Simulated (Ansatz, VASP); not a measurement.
InSb in VASP and in Ansatz

```xyz
2
Lattice="0.0000 3.3174 3.3174 3.3174 0.0000 3.3174 3.3174 3.3174 0.0000" Properties=species:S:1:pos:R:3 pbc="T T T"
In    0.0000    0.0000    0.0000
Sb    1.6587    1.6587    1.6587
```

Alike in both runs: functional PBE; k mesh 14 × 14 × 14; occupations gaussian, width 0.1 eV; no spin polarisation.

Ansatz relaxed the structure, and its values are those at the end. VASP's run is a single point on that final structure, the one shown.

|  | VASP | Ansatz |
| --- | --- | --- |
| version | VASP 6.6.1 | Ansatz 0.2.0 |
| potentials or method | VASP PAW PBE potentials, release 64 (In_d, Sb), cutoff 520 eV | scalar-relativistic, plane waves, PAW |
| valence electrons in the cell | 18 | 28 |

|  | VASP | Ansatz | Ansatz less VASP |
| --- | --- | --- | --- |
| gap on the k mesh at the Fermi level (eV) | none | none | - |
| pressure (GPa) | 0.0 | 0.0 | +0.03 |

A gap of «none» marks a metal or a gap that the smearing closes. VASP's potentials hold 18 valence electrons a cell and Ansatz's 28, so a difference there can come from the potentials and not from the codes.

Neither program's run includes spin-orbit coupling.
